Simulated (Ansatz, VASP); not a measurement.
Mo: VASP beside Ansatz

INCAR

```
SYSTEM = Mo
ALGO = Fast
EDIFF = 1E-7
ENCUT = 520
GGA = PS
ISIF = 2
ISMEAR = 0
LASPH = .TRUE.
LCHARG = .FALSE.
LREAL = .FALSE.
LWAVE = .FALSE.
NBANDS = 21
NELM = 80
PREC = Accurate
SIGMA = 0.15
```

KPOINTS

```
k-points
0
G
  12 12 8
  0 0 0
```

Contents of POSCAR:

```
Mo
1.0
    2.7423354246      0.0000000000      0.0000000000
   -1.3711677123      2.3749321434      0.0000000000
    0.0000000000      0.0000000000      4.9841421507
Mo
2
Direct
    0.0000000000      0.0000000000      0.2500000000
    0.0000000000      0.0000000000      0.7500000000
```

Input for Ansatz:

```yaml
crystal:
  lattice:
    - [2.7423354246, 0.0, 0.0]
    - [-1.3711677123, 2.3749321434, 0.0]
    - [0.0, 0.0, 4.9841421507]
  atoms:
    - { symbol: Mo, position: [0.0, 0.0, 0.25] }
    - { symbol: Mo, position: [0.0, 0.0, 0.75] }
basis:
  ecutwfc: 420
kpoints:
  mp_grid: { grid: [12, 12, 8] }
hamiltonian:
  xc: pbesol
scf:
  occupations: { method: gaussian, width: 0.15 }
output:
  forces: true
  stress: true
  eigenvalues: true
  write_density: true
  write_potential: true
  elf: true
  volumetric_format: npy
```

Alike in both runs: task single point; functional PBEsol; k mesh 12 × 12 × 8; occupations gaussian, width 0.15 eV; no spin polarisation.

|  | VASP | Ansatz |
| --- | --- | --- |
| version | VASP 6.6.1 | Ansatz 0.2.0 |
| potentials or method | VASP PAW PBE potentials, release 64 (Mo_sv), cutoff 520 eV | scalar-relativistic, plane waves, PAW |
| valence electrons in the cell | 28 | 28 |

```csv
,VASP,Ansatz,Ansatz less VASP
gap on the k mesh at the Fermi level (eV),none,none,-
pressure (GPa),0.4,-0.2,-0.59
"traceless stress, the component that is largest in VASP (GPa)",-2.28,-2.51,-0.234
```

VASP's potentials were made for PBE, not for PBEsol. A gap of «none» marks a metal or a gap that the smearing closes.
